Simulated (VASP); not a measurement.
AlN:

```xyz
4
Lattice="3.0921 0.0000 0.0000 -1.5461 2.6778 0.0000 0.0000 0.0000 4.9476" Properties=species:S:1:pos:R:3 pbc="T T T"
Al    1.5461    0.8926    2.4738
Al    0.0000    1.7852    0.0000
N     1.5461    0.8926    4.3539
N     0.0000    1.7852    1.8801
```

Base run:

- Program: VASP 6.6.1
- Functional: PBEsol
- Potentials or basis: VASP PAW PBE potentials, release 64 (Al, N)
- Cutoff: 520 eV
- k mesh: 10 × 10 × 6
- Occupations: fermi-dirac, width 0.05 eV
- Spin: no spin polarisation

Its results: band gap on the k mesh 4.33 eV; pressure 4.5 GPa; largest force 0.148 eV/Å.

The run is repeated on the same cell with these changes: functional from PBEsol to RPBE; dispersion from none to D4. What comes out?

Band gap on the k mesh 4.45 eV; pressure -0.1 GPa; largest force 0.138 eV/Å.

Several settings changed at once.

Caveats: the PAW data sets were made with another functional, which shifts forces and pressure a little; the cell stands under pressure (at least some runs).

A k mesh can miss the band edges.
